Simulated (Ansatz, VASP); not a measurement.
Two plane-wave programs on Ru

Contents of INCAR:

```
PREC = Accurate
ENCUT = 500
EDIFF = 1E-6
ISMEAR = 0
SIGMA = 0.15
LREAL = F
LASPH = T
NELM = 120
ALGO = Normal
ISIF = 2
LWAVE = F
LCHARG = T
GGA = PE
LELF = T
LVHAR = T
NBANDS = 21
GGA_COMPAT = F
```

KPOINTS

```
regular mesh
0
Gamma
  24 24 12
```

File POSCAR:

```
Ru
1.0
    2.7057993342      0.0000000000      0.0000000000
   -1.3528996671      2.3432909610      0.0000000000
    0.0000000000      0.0000000000      4.4959950000
Ru
2
Direct
    0.3333333333      0.6666666667      0.2500000000
    0.6666666667      0.3333333333      0.7500000000
```

Input for Ansatz:

```yaml
crystal:
  lattice:
    - [2.7057993342, 0.0, 0.0]
    - [-1.3528996671, 2.343290961, 0.0]
    - [0.0, 0.0, 4.495995]
  atoms:
    - { symbol: Ru, position: [0.3333333333, 0.6666666667, 0.25] }
    - { symbol: Ru, position: [0.6666666667, 0.3333333333, 0.75] }
basis:
  ecutwfc: 420
kpoints:
  mp_grid: { grid: [24, 24, 12] }
hamiltonian:
  xc: pbe
scf:
  occupations: { method: gaussian, width: 0.15 }
output:
  forces: true
  stress: true
  eigenvalues: true
```

Change from the starting cell: strain +0.0500 x Voigt [0, 0, 1, 0, 0, 0], atoms carried along.

Alike in both runs: task single point; functional PBE; k mesh 24 × 24 × 12; occupations gaussian, width 0.15 eV; no spin polarisation.

```csv
,VASP,Ansatz
version,VASP 6.6.1,Ansatz 0.2.0
potentials or method,"VASP PAW PBE potentials, release 64 (Ru_pv), cutoff 500 eV","scalar-relativistic, plane waves, PAW"
valence electrons in the cell,28,32
```

```csv
,VASP,Ansatz,Ansatz less VASP
gap on the k mesh at the Fermi level (eV),none,none,-
pressure (GPa),-9.7,-9.6,+0.08
"traceless stress, the component that is largest in VASP (GPa)",-14.08,-14.11,-0.023
```

A gap of «none» marks a metal or a gap that the smearing closes. With one functional, cell and mesh, what is left measures potentials, basis and numerics. VASP's potentials hold 28 valence electrons a cell and Ansatz's 32, so a difference there can come from the potentials and not from the codes.
